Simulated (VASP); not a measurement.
Write the native input for VASP 6.6.1 that does the following.

| Quantity | Value |
| --- | --- |
| Task | single point |
| Functional | LDA |
| Potentials or basis | VASP PAW LDA potentials, release 64 (In_d, N, H) |
| Cutoff | 520 eV |
| k mesh | 8 × 8 × 4 |
| Occupations | tetrahedron, width 0.1 eV |
| Spin | no spin polarisation |
| Dipole correction | no |
| k mesh for the DOS | 12 × 12 × 6 |
| Occupations for the DOS | tetrahedron |
| Further INCAR settings | ALGO = Normal; EDIFF = 1e-07; NBANDS = 36 |

The system is InH2N2.

```xyz
10
Lattice="3.2731 0.0000 0.0000 1.6366 -5.8825 0.0000 0.0000 0.0000 -5.8379" Properties=species:S:1:pos:R:3 pbc="T T T"
In    1.6366   -3.7413   -4.3784
In    3.2731   -2.1412   -1.4595
N     3.2731   -5.1966   -4.3586
N     1.6366   -0.6859   -1.4396
N     3.2731   -2.3600   -4.6896
N     1.6366   -3.5224   -1.7706
H     3.2731   -5.8142   -3.4339
H     1.6366   -0.0682   -0.5149
H     3.2731   -1.1753   -4.7206
H     1.6366   -4.7072   -1.8016
```

These files were run (other wordings do the same):

POSCAR

```
InH2N2
1.0
    3.2731480000      0.0000000000      0.0000000000
    1.6365740000     -5.8824700000      0.0000000000
    0.0000000000      0.0000000000     -5.8379330000
In N H
2 4 4
Direct
    0.1820000000      0.6360000000      0.7500000000
    0.8180000000      0.3640000000      0.2500000000
    0.5583000000      0.8834000000      0.7466000000
    0.4417000000      0.1166000000      0.2466000000
    0.7994000000      0.4012000000      0.8033000000
    0.2006000000      0.5988000000      0.3033000000
    0.5058000000      0.9884000000      0.5882000000
    0.4942000000      0.0116000000      0.0882000000
    0.9001000000      0.1998000000      0.8086000000
    0.0999000000      0.8002000000      0.3086000000
```

INCAR.step1

```
ALGO     = Normal         # electronic algorithm
EDIFF    = 1E-7           # SCF threshold, eV
ENCUT    = 520            # plane-wave cutoff, eV
GGA      = CA             # functional
ISIF     = 2              # what is computed and relaxed
ISMEAR   = -5             # smearing method
LASPH    = True           # aspherical terms in the spheres
LCHARG   = True           # write CHGCAR
LREAL    = False          # projectors in reciprocal space
LWAVE    = False          # write WAVECAR
NBANDS   = 36             # bands
NELM     = 60             # most SCF steps
PREC     = Accurate       # precision mode
SIGMA    = 0.1            # smearing width, eV
```

KPOINTS.step1

```
k-points
0
Gamma
  8 8 4
```

INCAR.step2

```
ALGO     = Normal         # electronic algorithm
EDIFF    = 1E-7           # SCF threshold, eV
ENCUT    = 520            # plane-wave cutoff, eV
GGA      = CA             # functional
ICHARG   = 11             # starting density
ISIF     = 2              # what is computed and relaxed
ISMEAR   = -5             # smearing method
LASPH    = True           # aspherical terms in the spheres
LCHARG   = False          # write CHGCAR
LORBIT   = 11             # projections on sites
LREAL    = False          # projectors in reciprocal space
LWAVE    = False          # write WAVECAR
NBANDS   = 36             # bands
NEDOS    = 1001           # points of the DOS
NELM     = 60             # most SCF steps
PREC     = Accurate       # precision mode
SIGMA    = 0.1            # smearing width, eV
```

KPOINTS.step2

```
k-points
0
Gamma
  12 12 6
```

Potentials or basis: VASP PAW LDA potentials, release 64 (In_d, N, H).

Run with:

```sh
$ cat potpaw_LDA.64/In_d/POTCAR potpaw_LDA.64/N/POTCAR potpaw_LDA.64/H/POTCAR > POTCAR
$ cp INCAR.step1 INCAR
$ cp KPOINTS.step1 KPOINTS
$ mpirun -np 1 vasp_std > vasp.out
$ cp INCAR.step2 INCAR
$ cp KPOINTS.step2 KPOINTS
$ mpirun -np 1 vasp_std > vasp.out
```

It gave:

```yaml
Valence_electrons_inside_the_program's_atomic_spheres: In 11.43; N 3.58; H 0.59, 0.52 (each value once)
```

Wall time 7.5 min on 1 thread of Intel(R) Xeon(R) Platinum 8488C (Sapphire Rapids) (shared host), peak memory 0.59 GiB.
